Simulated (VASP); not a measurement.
V, 1 atom in the cell. It takes space group Im-3m (No. 229, cubic). Conventional cell: a = 2.953 Å, b = 2.953 Å, c = 2.953 Å, α = 90.00°, β = 90.00°, γ = 90.00°. Within 3.4 Å of V (site symmetry m-3m) lie 14 V at 2.56 to 2.95 Å. 

- Program: VASP 6.6.1
- Task: single point
- Functional: PBEsol
- Potentials or basis: VASP PAW PBE potentials, release 64 (V_sv)
- Cutoff: 520 eV
- k mesh: 9 × 9 × 9
- Occupations: fermi-dirac, width 0.05 eV
- Spin: collinear spin, ferromagnetic start
- Starting moments: [2.0] μB
- Dipole correction: no
- Further INCAR settings: ALGO = Normal; EDIFF = 1e-06; NBANDS = 16

Potentials or basis: VASP PAW PBE potentials, release 64 (V_sv).

The run is started by

```bash
$ cat potpaw_PBE.64/V_sv/POTCAR > POTCAR
$ mpirun -np 1 vasp_std > vasp.out
```

Hardware: 1 thread of AMD EPYC 7R43 64-Core Processor (Zen 3), with other jobs on the host.

Problem. How long does it take, and how much memory?

Solution. Wall time 19 s on 1 thread of AMD EPYC 7R43 64-Core Processor (Zen 3) (shared host), peak memory 0.1 GiB. Counts: scf iterations 15, k points 35.
